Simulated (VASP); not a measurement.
Set up this calculation in VASP 6.6.1, as the native input.

| Property | Result |
| --- | --- |
| Task | single point |
| Functional | PBE |
| Potentials or basis | VASP PAW PBE potentials, release 64 (K_sv, Mn_pv, Ag, C, N) |
| Cutoff | 520 eV |
| k mesh | 5 × 5 × 4 |
| Occupations | fermi-dirac, width 0.05 eV |
| Spin | collinear spin, ferromagnetic start |
| Starting moments | [0.0, 4.0, 0.0, 0.0, 0.0, 0.0, 0.0, 0.0, 0.0, 0.0, 0.0, 0.0, 0.0, 0.0, 0.0, 0.0, 0.0] μB |
| Dipole correction | no |
| Further INCAR settings | LREAL = Auto; ALGO = Normal; EDIFF = 1e-06; NBANDS = 72 |

The structure of KMnAg3C6N6 lies in POSCAR:

```
KMnAg3C6N6
1.0
    6.8431000000      0.0000000000      0.0000000000
   -3.4215500000      5.9262984406      0.0000000000
    0.0000000000      0.0000000000      8.2137000000
K Mn Ag C N
1 1 3 6 6
Direct
    0.3333333333      0.6666666667      0.0000000000
    0.0000000000      0.0000000000      0.0000000000
    0.5066494441      0.0132988881      0.5000000000
    0.9867011119      0.4933505559      0.5000000000
    0.5066494441      0.4933505559      0.5000000000
    0.3489275086      0.0058365501      0.2862428546
    0.9941634499      0.3430909585      0.2862428546
    0.6569090415      0.6510724914      0.2862428546
    0.9941634499      0.6510724914      0.7137571454
    0.6569090415      0.0058365501      0.7137571454
    0.3489275086      0.3430909585      0.7137571454
    0.2552343333      0.9969030497      0.1649349115
    0.0030969503      0.2583312835      0.1649349115
    0.7416687165      0.7447656667      0.1649349115
    0.0030969503      0.7447656667      0.8350650885
    0.7416687165      0.9969030497      0.8350650885
    0.2552343333      0.2583312835      0.8350650885
```

These files were run (other wordings do the same):

INCAR

```
SYSTEM = KMnAg3C6N6
ALGO = Normal ; EDIFF = 1E-6
ENCUT = 520 ; GGA = PE
ISIF = 2 ; ISMEAR = -1
ISPIN = 2 ; KPAR = 4
LASPH = .True. ; LCHARG = .True.
LMAXMIX = 4 ; LORBIT = 11
LREAL = Auto ; LVHAR = .True.
LWAVE = .False. ; MAGMOM = 0 4 0 0 0 0 0 0 0 0 0 0 0 0 0 0 0
NBANDS = 72 ; NELM = 150
PREC = Accurate ; SIGMA = 0.05
```

KPOINTS

```
k-points
0
Gamma
  5 5 4
  0 0 0
```

Potentials or basis: VASP PAW PBE potentials, release 64 (K_sv, Mn_pv, Ag, C, N).

Run with:

```console
$ cat potpaw_PBE.64/K_sv/POTCAR potpaw_PBE.64/Mn_pv/POTCAR potpaw_PBE.64/Ag/POTCAR potpaw_PBE.64/C/POTCAR potpaw_PBE.64/N/POTCAR > POTCAR
$ mpirun -np 4 vasp_std > vasp.out
```

It gave:

* Pressure: -2.2 GPa
* Largest force: 1.603 eV/Å
* Band gap on the k mesh: 0.73 eV, indirect (least direct gap 0.79 eV)
* Net moment: 1.00 μB per cell
* Site moments: K -0.00; Mn +1.02; Ag -0.00; C -0.00; N -0.01 μB
* Valence electrons inside the program's atomic spheres: K 7.56; Mn 11.29; Ag 9.93; C 2.58; N 3.87

Caveat: the moment fell far below its start of 4 μB, so a state of higher moment may lie lower in energy; a cell with one magnetic atom can't hold antiferromagnetic order, which such compounds often take; forces of over 1 eV/Å act on the atoms, so gaps and moduli don't describe the material at rest.

Wall time 13 min on 4 MPI ranks on Intel(R) Xeon(R) Platinum 8259CL CPU @ 2.50GHz (Skylake/Cascade Lake), with other jobs on the host, peak memory 0.94 GiB a rank.
